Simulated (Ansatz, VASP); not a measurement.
**Two plane-wave programs on Ga**

The input INCAR:

```
PREC = Accurate
ENCUT = 520
EDIFF = 1E-6
ISMEAR = 0
SIGMA = 0.1
LREAL = F
LASPH = T
NELM = 100
ALGO = Fast
ISIF = 2
LWAVE = F
LCHARG = F
GGA = PE
NBANDS = 48
```

File KPOINTS:

```
Automatic mesh
0
Gamma
  8 8 8
```

Contents of POSCAR:

```
Ga
1.0
   -3.0823223086      3.0823223086      3.0823223086
    3.0823223086     -3.0823223086      3.0823223086
    3.0823223086      3.0823223086     -3.0823223086
Ga
6
Direct
    0.2500000000      0.1250000000      0.8750000000
    0.1250000000      0.8750000000      0.2500000000
    0.7500000000      0.3750000000      0.6250000000
    0.8750000000      0.2500000000      0.1250000000
    0.6250000000      0.7500000000      0.3750000000
    0.3750000000      0.6250000000      0.7500000000
```

Input for Ansatz:

```yaml
crystal:
  lattice:
    - [-3.0823223086, 3.0823223086, 3.0823223086]
    - [3.0823223086, -3.0823223086, 3.0823223086]
    - [3.0823223086, 3.0823223086, -3.0823223086]
  atoms:
    - { symbol: Ga, position: [0.25, 0.125, 0.875] }
    - { symbol: Ga, position: [0.125, 0.875, 0.25] }
    - { symbol: Ga, position: [0.75, 0.375, 0.625] }
    - { symbol: Ga, position: [0.875, 0.25, 0.125] }
    - { symbol: Ga, position: [0.625, 0.75, 0.375] }
    - { symbol: Ga, position: [0.375, 0.625, 0.75] }
basis:
  ecutwfc: 420
kpoints:
  mp_grid: { grid: [8, 8, 8] }
hamiltonian:
  xc: pbe
scf:
  occupations: { method: gaussian, width: 0.1 }
output:
  forces: true
  stress: true
  eigenvalues: true
  write_density: true
  write_potential: true
  elf: true
  volumetric_format: npy
```

Alike in both runs: task single point; functional PBE; k mesh 8 × 8 × 8; occupations gaussian, width 0.1 eV; no spin polarisation.

|  | VASP | Ansatz |
| --- | --- | --- |
| version | VASP 6.6.1 | Ansatz 0.2.0 |
| potentials or method | VASP PAW PBE potentials, release 64 (Ga_d), cutoff 520 eV | scalar-relativistic, plane waves, PAW |
| valence electrons in the cell | 78 | 78 |

|  | VASP | Ansatz | Ansatz less VASP |
| --- | --- | --- | --- |
| gap on the k mesh at the Fermi level (eV) | none | none | - |
| pressure (GPa) | -1.4 | -1.3 | +0.01 |

A gap of «none» marks a metal or a gap that the smearing closes. With one functional, cell and mesh, what is left measures potentials, basis and numerics.
